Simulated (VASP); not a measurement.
Here is a VASP 6.6.1 calculation.

The input INCAR:

```
ALGO = Normal
EDIFF = 1E-7
ENCUT = 520
GGA = PS
ISIF = 2
ISMEAR = 0
LASPH = True
LCHARG = False
LREAL = False
LWAVE = False
NBANDS = 11
NELM = 60
PREC = Accurate
SIGMA = 0.05
```

Contents of KPOINTS:

```
k-points
0
Gamma
  8 8 8
```

File POSCAR:

```
BP
1.0
    0.0000000000      2.2601507541      2.2601507541
    2.2601507541      0.0000000000      2.2601507541
    2.2601507541      2.2601507541      0.0000000000
B P
1 1
Direct
    0.0000000000      0.0000000000      0.0000000000
    0.7500000000      0.7500000000      0.7500000000
```

Potentials or basis: VASP PAW PBE potentials, release 64 (B, P).

Launch:

```console
$ cat potpaw_PBE.64/B/POTCAR potpaw_PBE.64/P/POTCAR > POTCAR
$ mpirun -np 1 vasp_std > vasp.out
```

Problem. What does it give for the pressure?

Solution. 0.1 GPa.

Problem. What does it give for the band gap on the k mesh?

Solution. 1.15 eV, indirect (least direct gap 3.37 eV).

Caveat: the PAW data sets were made with another functional, which shifts forces and pressure a little. A k mesh can miss the band edges.
